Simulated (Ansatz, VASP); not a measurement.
Two plane-wave programs on GdO

```
CELL_PARAMETERS angstrom
3.81645 0.00000 0.00000
-1.90822 3.30514 0.00000
1.90822 -1.10171 3.11611
ATOMIC_POSITIONS crystal
Gd 0.00000 0.00000 0.00000
O 0.25000 0.75000 0.25000
```

Alike in both runs: task single point; functional PBE; k mesh 5 × 5 × 5; occupations gaussian, width 0.1 eV; collinear spin; Hubbard terms Gd f U = 6.0 eV.

```csv
,VASP,Ansatz
version,VASP 6.6.1,Ansatz 0.2.0
potentials or method,"VASP PAW PBE potentials, release 64 (Gd, O), cutoff 520 eV","scalar-relativistic, plane waves, PAW"
valence electrons in the cell,24,24
```

|  | VASP | Ansatz | Ansatz less VASP |
| --- | --- | --- | --- |
| gap on the k mesh at the Fermi level (eV) | none | none | - |
| pressure (GPa) | 0.0 | -0.1 | -0.04 |
| net moment per atom (μB) | 3.97 | 3.97 | -0.002 |
| size of the moment on the site where the two differ most (μB) | 7.07 | 7.02 | -0.053 |

Site moments also hang on the region over which each program counts them. The programs project onto different local orbitals, so the same U acts differently, and such runs can settle in different states. A gap of «none» marks a metal or a gap that the smearing closes. Ansatz's warnings: filled band counts differ across k points.

The k mesh is coarse, so the values compare programs but aren't converged. Neither program's run includes spin-orbit coupling.
